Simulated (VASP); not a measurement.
Input of a VASP 6.6.1 run:

Contents of INCAR:

```
SYSTEM = Bi
PREC = Accurate
ENCUT = 520
EDIFF = 1E-7
ISMEAR = 0
SIGMA = 0.1
LREAL = .False.
LASPH = .True.
NELM = 100
ALGO = Fast
ISIF = 2
LWAVE = .False.
LCHARG = .False.
NBANDS = 22
```

File KPOINTS:

```
regular mesh
0
Gamma
  12 12 12
  0 0 0
```

File POSCAR:

```
Bi
1.0
    2.3161184823      1.3372116292      4.0290073800
   -2.3161184823      1.3372116292      4.0290073800
    0.0000000000     -2.6744232584      4.0290073800
Bi
2
Direct
    0.2338900000      0.2338900000      0.2338900000
    0.7661100000      0.7661100000      0.7661100000
```

Potentials or basis: VASP PAW LDA potentials, release 64 (Bi_d).

Run with:

```console
$ cat potpaw_LDA.64/Bi_d/POTCAR > POTCAR
$ mpirun -np 1 vasp_std > vasp.out
```

What does it give for the pressure?

-3.9 GPa.

Estimate the band gap on the k mesh.

zero (bands 15 and 16 overlap by 0.19 eV).

What does it give for the largest force?

0.173 eV/Å.

Forces in eV/Å, atoms in the order of the input:
```
Bi   0.000  0.000 -0.173
Bi   0.000  0.000  0.173
```

Caveat: the cell differs from its parent crystal (strained); the cell stands under tension; spin-orbit coupling is left out, which moves the levels of the heavy elements.
